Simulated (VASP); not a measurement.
# HPt6 in VASP: notebook

The runs below take HPt6 through single point, with PBE.

Everything below comes from runs of VASP 6.6.1. Logs are shortened: lines on timing, memory, paths and dates and some standing lists are left out, and cuts for length are marked.

## 1. The cell of the first run

The cell holds a slab with vacuum, 14 atoms: a = 5.614 Å, b = 5.614 Å, c = 22.619 Å, α = 90.00°, β = 90.00°, γ = 120.00°.

## 2. Single point, PBE

INCAR reads:

```
ALGO = Normal
DIPOL = 0.5 0.5 0.304
EDIFF = 1E-6
ENCUT = 520
GGA = PE
IDIPOL = 3
ISIF = 2
ISMEAR = 0
LASPH = True
LCHARG = False
LDIPOL = True
LREAL = False
LWAVE = False
NBANDS = 74
NELM = 100
PREC = Accurate
SIGMA = 0.1
```

KPOINTS reads:

```
k-points
0
Gamma
  6 6 1
```

POSCAR reads:

```
HPt6
1.0
    5.6143281343      0.0000000000      0.0000000000
   -2.8071640672      4.8621507895      0.0000000000
    0.0000000000      0.0000000000     22.6192653717
Pt H
12 2
Direct
    0.3333333333      0.1666666667      0.1768404028
    0.3333333333      0.6666666667      0.1768404028
    0.8333333333      0.1666666667      0.1768404028
    0.8333333333      0.6666666667      0.1768404028
    0.1666666667      0.3333333333      0.2789526245
    0.1666666667      0.8333333333      0.2789526245
    0.6666666667      0.3333333333      0.2789526245
    0.6666666667      0.8333333333      0.2789526245
    0.0000000000      0.0000000000      0.3810585901
    0.0000000000      0.5000000000      0.3810585901
    0.5000000000      0.0000000000      0.3810585901
    0.5000000000      0.5000000000      0.3810585901
    0.1137434278      0.2274868556      0.4575420643
    0.3862565722      0.7725131444      0.4575420643
```

Potentials or basis: VASP PAW PBE potentials, release 64 (Pt, H).

Run with:

```console
> cat potpaw_PBE.64/Pt/POTCAR potpaw_PBE.64/H/POTCAR > POTCAR
> mpirun -np 1 vasp_std > vasp.out
```

OUTCAR:

```text
EDIFF = 1E-6
   ENCUT = 520
   GGA = PE
   ISIF = 2
   ISMEAR = 0
   LASPH = True
   LREAL = False
   NELM = 100
   PREC = Accurate

 ion  position               nearest neighbor table
   1  0.333  0.167  0.177-   4 2.81   4 2.81   3 2.81   3 2.81   2 2.81   2 2.81   5 2.82   7 2.82
                             6 2.82
   2  0.333  0.667  0.177-   3 2.81   3 2.81   4 2.81   4 2.81   1 2.81   1 2.81   6 2.82   8 2.82
                             5 2.82
   3  0.833  0.167  0.177-   2 2.81   2 2.81   1 2.81   1 2.81   4 2.81   4 2.81   7 2.82   5 2.82
                             8 2.82
   4  0.833  0.667  0.177-   1 2.81   1 2.81   2 2.81   2 2.81   3 2.81   3 2.81   8 2.82   6 2.82
                             7 2.82
   5  0.167  0.333  0.279-   8 2.81   8 2.81   7 2.81   7 2.81   6 2.81   6 2.81  12 2.82   9 2.82
                            10 2.82   1 2.82   3 2.82   2 2.82
   6  0.167  0.833  0.279-   7 2.81   7 2.81   8 2.81   8 2.81   5 2.81   5 2.81  11 2.82  10 2.82
                             9 2.82   2 2.82   4 2.82   1 2.82
   7  0.667  0.333  0.279-   6 2.81   6 2.81   5 2.81   5 2.81   8 2.81   8 2.81  10 2.82  11 2.82
                            12 2.82   3 2.82   1 2.82   4 2.82
   8  0.667  0.833  0.279-   5 2.81   5 2.81   6 2.81   6 2.81   7 2.81   7 2.81   9 2.82  12 2.82
                            11 2.82   4 2.82   2 2.82   3 2.82
   9  0.000  0.000  0.381-  13 2.05  12 2.81  12 2.81  11 2.81  11 2.81  10 2.81  10 2.81   8 2.82
                             5 2.82   6 2.82
  10  0.000  0.500  0.381-  11 2.81  11 2.81  12 2.81  12 2.81   9 2.81   9 2.81   7 2.82   6 2.82
                             5 2.82
  11  0.500  0.000  0.381-  14 2.05  10 2.81  10 2.81   9 2.81   9 2.81  12 2.81  12 2.81   6 2.82
                             7 2.82   8 2.82
  12  0.500  0.500  0.381-   9 2.81   9 2.81  10 2.81  10 2.81  11 2.81  11 2.81   5 2.82   8 2.82
                             7 2.82
  13  0.114  0.227  0.458-   9 2.05
  14  0.386  0.773  0.458-  11 2.05

  LATTYP: Found a hexagonal cell.
 ALAT       =     5.6143281343
 C/A-ratio  =     4.0288463429

  Lattice vectors:

 A1 = (   5.6143281343,   0.0000000000,   0.0000000000)
 A2 = (  -2.8071640672,   4.8621507895,   0.0000000000)
 A3 = (   0.0000000000,   0.0000000000,  22.6192653717)

Analysis of symmetry for initial positions (statically):
=====================================================================
 Subroutine PRICEL returns:
 Original cell was already a primitive cell.

 Routine SETGRP: Setting up the symmetry group for a
 hexagonal supercell.

 Subroutine GETGRP returns: Found  2 space group operations
 (whereof  2 operations were pure point group operations)
 out of a pool of 24 trial point group operations.

The static configuration has the point symmetry C_1h.

Analysis of symmetry for dynamics (positions and initial velocities):
=====================================================================
 Subroutine PRICEL returns:
 Original cell was already a primitive cell.

 Routine SETGRP: Setting up the symmetry group for a
 hexagonal supercell.

 Subroutine GETGRP returns: Found  2 space group operations
 (whereof  2 operations were pure point group operations)
 out of a pool of 24 trial point group operations.

The dynamic configuration has the point symmetry C_1h.

 Subroutine INISYM returns: Found  2 space group operations
 (whereof  2 operations are pure point group operations),
 and found     1 'primitive' translations

----------------------------------------------------------------------------------------

                                     Primitive cell

  volume of cell :     617.4541

  direct lattice vectors                    reciprocal lattice vectors
     5.614328134  0.000000000  0.000000000     0.178115703  0.102835149  0.000000000
    -2.807164067  4.862150790  0.000000000     0.000000000  0.205670298  0.000000000
     0.000000000  0.000000000 22.619265372     0.000000000  0.000000000  0.044210101

  length of vectors
     5.614328134  5.614328134 22.619265372     0.205670298  0.205670298  0.044210101

  position of ions in fractional coordinates (direct lattice)
     0.333333333  0.166666667  0.176840403
     0.333333333  0.666666667  0.176840403
     0.833333333  0.166666667  0.176840403
     0.833333333  0.666666667  0.176840403
[... 58 lines left out ...]
  0.000000  0.166667  0.000000      2.000000
  0.333333  0.000000  0.000000      4.000000
  0.000000  0.333333  0.000000      2.000000
  0.500000  0.000000  0.000000      2.000000
  0.000000  0.500000  0.000000      1.000000
  0.166667  0.166667  0.000000      4.000000
 -0.333333  0.166667  0.000000      2.000000
  0.333333  0.166667  0.000000      4.000000
 -0.166667  0.500000  0.000000      4.000000
  0.500000  0.333333  0.000000      4.000000
  0.333333  0.333333  0.000000      2.000000
   k-points           NKPTS =     13   k-points in BZ     NKDIM =     13   number of bands    NBANDS=     74
   number of dos      NEDOS =    301   number of ions     NIONS =     14
   total plane-waves  NPLWV = 296352
   dimension x,y,z NGX =    42 NGY =   42 NGZ =  168
   dimension x,y,z NGXF=    84 NGYF=   84 NGZF=  336
   ions per type =              12   2
   NGX,Y,Z   is equivalent  to a cutoff of  12.44, 12.44, 12.35 a.u.
   NGXF,Y,Z  is equivalent  to a cutoff of  24.87, 24.87, 24.70 a.u.
 SYSTEM =  unknown system
   PREC   = accura    normal or accurate (medium, high low for compatibility)
   ISTART =      0    job   : 0-new  1-cont  2-samecut
   ICHARG =      2    charge: 1-file 2-atom 10-const
   ISPIN  =      1    spin polarized calculation?
   LNONCOLLINEAR =      F non collinear calculations
   LSORBIT =      F    spin-orbit coupling
   LASPH  =      T    aspherical Exc in radial PAW
   ENCUT  =  520.0 eV  38.22 Ry    6.18 a.u.  10.44 10.44 42.06*2*pi/ulx,y,z
   NELM   =    100;   NELMIN=  2; NELMDL= -5     # of ELM steps
   EDIFF  = 0.1E-05   stopping-criterion for ELM
   LREAL  =      F    real-space projection
   EDIFFG = 0.1E-04   stopping-criterion for IOM
   NSW    =      0    number of steps for IOM
   IBRION =     -1    ionic relax: 0-MD 1-quasi-New 2-CG
   NFREE  =      0    steps in history (QN), initial steepest desc. (CG)
   ISIF   =      2    stress and relaxation
   ISYM   =      2    0-nonsym 1-usesym 2-fastsym
   POTIM  = 0.5000    time-step for ionic-motion
   TEBEG  =    0.0;   TEEND  =   0.0 temperature during run
   PSTRESS=    0.0 pullay stress
   NELECT =     122.0000    total number of electrons
   NUPDOWN=      -1.0000    fix difference up-down
   EMIN   =  10.00;   EMAX   =-10.00  energy-range for DOS
   EFERMI =   0.00;   METHOD = LEGACY
   ISMEAR =     0;   SIGMA  =   0.10  broadening in eV -4-tet -1-fermi 0-gaus
   EFERMI_NEDOS =   21; number of points for ismear=-14 and -15
   IALGO  =     38    algorithm
   IMIX   =      4    mixing-type and parameters
     AMIX     =   0.40;   BMIX     =  1.00
     AMIX_MAG =   1.60;   BMIX_MAG =  1.00
  volume/ion in A,a.u.               =      44.10       297.63
  Fermi-wavevector in a.u.,A,eV,Ry     =   0.953513  1.801878 12.370236  0.909187
  Thomas-Fermi vector in A             =   2.082175
   LORBIT       =      0    0 simple, 1 ext, 2 COOP (PROOUT), +10 PAW based schemes
   GGA     = PE    functional components
   LHFCALC =     F    Hartree Fock is set to
   AEXX    =    0.0000 exact exchange contribution
   IVDW    =     0    specifies the selected vdW correction
   LEPSILON=     F    determine dielectric tensor
   LRPA    =     F    only Hartree local field effects (RPA)
 non-spin polarized calculation
 Gauss-broadening in eV      SIGMA  =   0.10
  energy-cutoff  :      520.00
  volume of cell :      617.45
 maximum number of plane-waves:     16729
 NGX is ok and might be reduce to    42
   NGX = 21   NGY = 21   NGZ = 85

 dipolmoment           0.000000      0.000000      0.006508 electrons x Angstroem

 number of electron     121.9999984 magnetization

 dipolmoment           0.000000      0.000000     -0.035041 electrons x Angstroem

 Free energy of the ion-electron system (eV)
  ---------------------------------------------------
  ext. energy  EPLUGINS =         0.00000000
  ---------------------------------------------------
  free energy    TOTEN  =       -73.91090970 eV

  energy without entropy =      -73.77437605  energy(sigma->0) =      -73.84264287

 E-fermi :  -0.6944     XC(G=0):  -4.9884

 val. band max:       -0.6958861459   @ k =   0.5000   0.0000   0.0000
 cond. band min:      -0.6911510589   @ k =  -0.3333   0.1667   0.0000
 fundamental gap:      0.0047350870
 Fermi energy:        -0.6944420146

 k-point     1 :       0.0000    0.0000    0.0000
  band No.  band energies     occupation
      1      -9.5536      2.00000
      2      -7.9576      2.00000
      3      -7.3354      2.00000
      4      -6.9344      2.00000
      5      -6.8918      2.00000
      6      -6.8802      2.00000
[... 977 lines left out ...]
     72       4.2235      0.00000
     73       4.2427      0.00000
 [bands above 73 left out]

------------------------ aborting loop because EDIFF is reached ----------------------------------------

 vacuum level on the upper side and lower side of the slab       (xc-potential included)        -0.241        -0.018

  FORCE on cell =-STRESS in cart. coord.  units (eV):
  Direction    XX          YY          ZZ          XY          YZ          ZX
  --------------------------------------------------------------------------------------
  -------------------------------------------------------------------------------------
  Total      -17.4311412    -19.8644233     -8.4197546      0.0000000      0.1527947     -0.0000000
  in kB      -45.2305315    -51.5444409    -21.8476790      0.0000000      0.3964736     -0.0000000
  external PRESSURE =     -39.5408838 kB  Pullay stress =       0.0000000 kB

 VOLUME and BASIS-vectors are now :
 -----------------------------------------------------------------------------
  energy-cutoff  :      520.00
  volume of cell :      617.45
      direct lattice vectors                 reciprocal lattice vectors
     5.614328134  0.000000000  0.000000000     0.178115703  0.102835149  0.000000000
    -2.807164067  4.862150790  0.000000000     0.000000000  0.205670298  0.000000000
     0.000000000  0.000000000 22.619265372     0.000000000  0.000000000  0.044210101

 POSITION                                       TOTAL-FORCE (eV/Angst)
 -----------------------------------------------------------------------------------
      1.40358      0.81036      4.00000         0.047428      0.007991      0.056222
     -0.00000      3.24143      4.00000        -0.000000      0.048004     -0.109561
      4.21075      0.81036      4.00000        -0.047428      0.007991      0.056222
      2.80716      3.24143      4.00000         0.000000     -0.036128     -0.032836
      0.00000      1.62072      6.30970        -0.000000      0.026160     -0.219814
     -1.40358      4.05179      6.30970        -0.086823     -0.087643      0.002700
      2.80716      1.62072      6.30970        -0.000000      0.026535      0.423159
      1.40358      4.05179      6.30970         0.086823     -0.087643      0.002700
      0.00000      0.00000      8.61927        -0.000000      1.024301      1.826822
     -1.40358      2.43108      8.61927        -0.009680     -0.014105      0.411015
      2.80716      0.00000      8.61927         0.000000     -0.900404      1.736433
      1.40358      2.43108      8.61927         0.009680     -0.014105      0.411015
     -0.00000      1.10608     10.34927         0.000000     -0.902638     -2.268790
     -0.00000      3.75608     10.34927        -0.000000      0.901682     -2.295288
 -----------------------------------------------------------------------------------
    total drift:                               -0.000000     -0.000039     -0.000096

  FREE ENERGIE OF THE ION-ELECTRON SYSTEM (eV)
  ---------------------------------------------------
  free  energy   TOTEN  =       -73.9109096979 eV

  energy  without entropy=      -73.7743760505  energy(sigma->0) =      -73.84264287

 vacuum level on the upper side and lower side of the slab         4.731         4.955
```

It took 25 min on 1 thread of Intel Xeon 6975P-C (Granite Rapids), shared host; peak memory 0.85 GiB.

Results:

```
Free energy            : -73.9109 eV
Largest force          : 2.466 eV/Å
Band gap on the k mesh : zero (band 61 reaches -0.24 eV, above the bottom of band 62 at -0.96 eV)
```

Forces on the atoms (eV/Å):
```
Pt   0.047  0.008  0.056
Pt   0.000  0.048 -0.110
Pt  -0.047  0.008  0.056
Pt   0.000 -0.036 -0.033
Pt   0.000  0.026 -0.220
Pt  -0.087 -0.088  0.003
Pt   0.000  0.027  0.423
Pt   0.087 -0.088  0.003
Pt   0.000  1.024  1.827
Pt  -0.010 -0.014  0.411
Pt   0.000 -0.900  1.736
Pt   0.010 -0.014  0.411
H    0.000 -0.903 -2.269
H    0.000  0.902 -2.295
```

Levels at points of the mesh, in eV from the Fermi level:
| k point | band 57 | band 58 | band 59 | band 60 | band 61 | band 62 | band 63 | band 64 | band 65 | band 66 |
| --- | --- | --- | --- | --- | --- | --- | --- | --- | --- | --- |
| (0.00, 0.00, 0.00) | 0.21 | 0.21 | 0.40 | 0.43 | 0.46 | 0.48 | 0.57 | 0.58 | 0.58 | 1.15 |
| (0.50, 0.00, 0.00) | -0.76 | -0.68 | -0.27 | -0.19 | -0.02 | 0.00 | 0.21 | 0.25 | 0.69 | 0.75 |
| (0.00, 0.50, 0.00) | -0.74 | -0.70 | -0.33 | -0.15 | -0.03 | 0.02 | 0.21 | 0.25 | 0.81 | 0.89 |

Caveat: spin-orbit coupling is left out, which moves the levels of the heavy elements.

## 3. Single point, PBE

INCAR reads:

```
PREC     = Accurate       # precision mode
ENCUT    = 520            # plane-wave cutoff, eV
EDIFF    = 1E-6           # SCF threshold, eV
ISMEAR   = 0              # smearing method
SIGMA    = 0.1            # smearing width, eV
LREAL    = False          # projectors in reciprocal space
LASPH    = True           # aspherical terms in the spheres
NELM     = 80             # most SCF steps
ALGO     = Normal         # electronic algorithm
ISIF     = 2              # what is computed and relaxed
LWAVE    = False          # write WAVECAR
LCHARG   = True           # write CHGCAR
LDIPOL   = True         
IDIPOL   = 3            
DIPOL    = 0.5 0.5 0.302
GGA      = PE             # functional
LELF     = True           # ELF
LVHAR    = True         
LVACPOTAV= True         
NBANDS   = 74             # bands
```

KPOINTS reads:

```
Automatic mesh
0
Gamma
  6 6 1
```

POSCAR, as its differences from that of step 2:

```diff
@@ -20,3 +20,3 @@
     0.5000000000      0.5000000000      0.3810585901
-    0.1137434278      0.2274868556      0.4575420643
-    0.3862565722      0.7725131444      0.4575420643
+    0.1137434278      0.2274868556      0.4433948321
+    0.3862565722      0.7725131444      0.4433948321
```

Potentials or basis: VASP PAW PBE potentials, release 64 (Pt, H).

Run with:

```console
> cat potpaw_PBE.64/Pt/POTCAR potpaw_PBE.64/H/POTCAR > POTCAR
> mpirun -np 1 vasp_std > vasp.out
```

Wall time 32 min (1 thread of Intel Xeon Platinum 8259CL at 2.50GHz (Skylake/Cascade Lake), shared host); peak memory 0.85 GiB.

The run converged. Its results:

```yaml
Free_energy: -75.1739 eV
Largest_force: 1.658 eV/Å
Band_gap_on_the_k_mesh: zero (band 61 reaches -0.27 eV, above the bottom of band 62 at -0.98 eV)
```

Forces in eV/Å, atoms in the order of the input:
```
Pt   0.043  0.008  0.038
Pt   0.000  0.040 -0.142
Pt  -0.043  0.008  0.038
Pt   0.000 -0.002 -0.064
Pt   0.000  0.015 -0.249
Pt  -0.055 -0.094 -0.084
Pt   0.000  0.061  0.318
Pt   0.055 -0.094 -0.084
Pt   0.000  0.868  1.343
Pt  -0.115 -0.021  0.299
Pt   0.000 -0.749  1.205
Pt   0.115 -0.021  0.299
H    0.000 -0.797 -1.451
H    0.000  0.777 -1.464
```

Levels at points of the mesh, in eV from the Fermi level:
```
           k point  band 58  band 59  band 60  band 61  band 62  band 63  band 64  band 65
(0.00, 0.00, 0.00)     0.26     0.36     0.40     0.43     0.52     0.58     0.59     0.59
(0.50, 0.00, 0.00)    -0.67    -0.26    -0.19    -0.03    -0.01     0.22     0.26     0.90
(0.00, 0.50, 0.00)    -0.68    -0.35    -0.15    -0.02     0.02     0.21     0.25     1.03
```

Caveat: spin-orbit coupling is left out, which moves the levels of the heavy elements.

## 4. Single point, PBE

INCAR reads:

```
PREC = Accurate
ENCUT = 520
EDIFF = 1E-7
ISMEAR = 0
SIGMA = 0.1
LREAL = F
LASPH = T
NELM = 60
ALGO = Normal
ISIF = 2
LWAVE = F
LCHARG = F
LDIPOL = T
IDIPOL = 3
DIPOL = 0.5 0.5 0.302
GGA = PE
NBANDS = 74
```

KPOINTS reads:

```
regular mesh
0
Gamma
  6 6 1
```

POSCAR, as its differences from that of step 3:

```diff
@@ -20,3 +20,3 @@
     0.5000000000      0.5000000000      0.3810585901
-    0.1137434278      0.2274868556      0.4433948321
-    0.3862565722      0.7725131444      0.4433948321
+    0.2114368192      0.4228736384      0.4433948321
+    0.2885631808      0.5771263616      0.4433948321
```

Run with:

```console
> cat potpaw_PBE.64/Pt/POTCAR potpaw_PBE.64/H/POTCAR > POTCAR
> mpirun -np 1 vasp_std > vasp.out
```

Run time: 28 min. Hardware: 1 thread of Intel Xeon 6975P-C (Granite Rapids), shared host; peak memory 0.85 GiB.

Results (log left out):

- Free energy: -74.3312 eV
- Largest force: 3.212 eV/Å
- Band gap on the k mesh: zero (band 61 reaches -0.04 eV, above the bottom of band 62 at -0.77 eV)

Forces in eV/Å, atoms in the order of the input:
```
Pt   0.052  0.008 -0.066
Pt   0.000  0.020  0.053
Pt  -0.052  0.008 -0.066
Pt   0.000 -0.013  0.123
Pt   0.000 -0.117 -0.360
Pt  -0.005  0.094 -0.084
Pt   0.000  0.061  0.315
Pt   0.005  0.094 -0.084
Pt   0.000 -0.343 -0.172
Pt  -0.454 -0.071  0.218
Pt   0.000  0.343 -0.224
Pt   0.454 -0.071  0.218
H    0.000 -3.211  0.066
H    0.000  3.199  0.063
```

Levels at points of the mesh, in eV from the Fermi level:
```tsv
k point	band 58	band 59	band 60	band 61	band 62	band 63	band 64	band 65
(0.00, 0.00, 0.00)	0.22	0.38	0.44	0.48	0.57	0.58	0.58	0.92
(0.50, 0.00, 0.00)	-0.70	-0.28	-0.18	-0.02	0.01	0.18	0.27	0.39
(0.00, 0.50, 0.00)	-0.63	-0.29	-0.15	-0.06	0.04	0.10	0.24	0.26
```

Caveat: spin-orbit coupling is left out, which moves the levels of the heavy elements.

## 5. Single point, PBE

INCAR reads:

```
  ALGO = Normal
  DIPOL = 0.5 0.5 0.296
  EDIFF = 1E-6
  ENCUT = 520
  GGA = PE
  IDIPOL = 3
  ISIF = 2
  ISMEAR = 0
  LASPH = True
  LCHARG = False
  LDIPOL = True
  LREAL = False
  LWAVE = False
  NBANDS = 74
  NELM = 100
  PREC = Accurate
  SIGMA = 0.1
```

KPOINTS reads:

```
k-points
0
Gamma
  6 6 1
```

POSCAR, as its differences from that of step 4:

```diff
@@ -20,3 +20,3 @@
     0.5000000000      0.5000000000      0.3810585901
-    0.2114368192      0.4228736384      0.4433948321
-    0.2885631808      0.5771263616      0.4433948321
+    0.1892758446      0.3785516892      0.4009531354
+    0.3107241554      0.6214483108      0.4009531354
```

Run with:

```console
> cat potpaw_PBE.64/Pt/POTCAR potpaw_PBE.64/H/POTCAR > POTCAR
> mpirun -np 1 vasp_std > vasp.out
```

Run time: 19 min. Hardware: 1 thread of Intel Xeon 6975P-C (Granite Rapids), shared host; peak memory 0.86 GiB.

The run converged. Its results:

```yaml
Free_energy: -73.6767 eV
Largest_force: 5.172 eV/Å
Band_gap_on_the_k_mesh: zero (band 61 reaches -0.44 eV, above the bottom of band 62 at -1.00 eV)
```

Forces on the atoms (eV/Å):
```
Pt   0.014  0.011 -0.084
Pt   0.000  0.016 -0.009
Pt  -0.014  0.011 -0.084
Pt   0.000 -0.025  0.036
Pt   0.000 -0.107 -0.575
Pt  -0.028  0.099 -0.240
Pt   0.000 -0.098 -0.140
Pt   0.028  0.099 -0.240
Pt   0.000 -0.990 -0.159
Pt  -5.068 -0.047 -1.034
Pt   0.000  1.051 -0.253
Pt   5.068 -0.047 -1.034
H    0.000 -2.898  1.966
H    0.000  2.924  1.850
```

Levels at points of the mesh, in eV from the Fermi level:
| k point | band 59 | band 60 | band 61 | band 62 | band 63 | band 64 |
| --- | --- | --- | --- | --- | --- | --- |
| (0.00, 0.00, 0.00) | 0.28 | 0.30 | 0.32 | 0.52 | 0.60 | 0.60 |
| (0.50, 0.00, 0.00) | -0.20 | -0.16 | -0.02 | 0.01 | 0.23 | 0.26 |
| (0.00, 0.50, 0.00) | -0.33 | -0.12 | -0.07 | 0.05 | 0.22 | 0.26 |

Caveat: spin-orbit coupling is left out, which moves the levels of the heavy elements.

(Part 1 of 2 ends here.)
